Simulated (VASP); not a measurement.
**AlAs: single point with PBE+D3(BJ)**

Crystal: AlAs.

```
Al As
1.0
     0.00000    2.79586    2.79586
     2.79586    0.00000    2.79586
     2.79586    2.79586    0.00000
Al As
1 1
Direct
  0.00000 0.00000 0.00000
  0.75000 0.75000 0.75000
```

This cell differs from its parent crystal: volume scaled by 0.96.

```
Program                : VASP 6.6.1
Task                   : single point
Functional             : PBE
Dispersion             : D3(BJ)
Potentials or basis    : VASP PAW PBE potentials, release 64 (Al, As)
Cutoff                 : 500 eV
k mesh                 : 8 × 8 × 8
Occupations            : gaussian, width 0.05 eV
Spin                   : no spin polarisation
Dipole correction      : no
Further INCAR settings : ALGO = Normal; EDIFF = 1e-06; NBANDS = 11
```

```json
{
 "Pressure": "3.3 GPa",
 "Band gap on the k mesh": "1.37 eV, indirect (least direct gap 2.36 eV)",
 "Dispersion energy per atom": "-0.330 eV"
}
```

Levels at points of the mesh, in eV from the valence-band top:
```tsv
k point	band 1	band 2	band 3	band 4	band 5	band 6	band 7	band 8
(0.00, 0.00, 0.00)	-12.08	0.00	0.00	0.00	2.36	4.35	4.35	4.35
(0.50, 0.00, 0.00)	-10.57	-5.74	-0.85	-0.85	2.28	4.70	4.70	7.82
(0.50, 0.50, 0.00)	-9.98	-5.56	-2.26	-2.26	1.37	2.29	10.62	10.62
```

Wall time 17 s on 1 thread of Intel(R) Xeon(R) Platinum 8259CL CPU @ 2.50GHz (Skylake/Cascade Lake) (shared host), peak memory 0.18 GiB.

Caveat: three body term missing. A k mesh can miss the band edges.
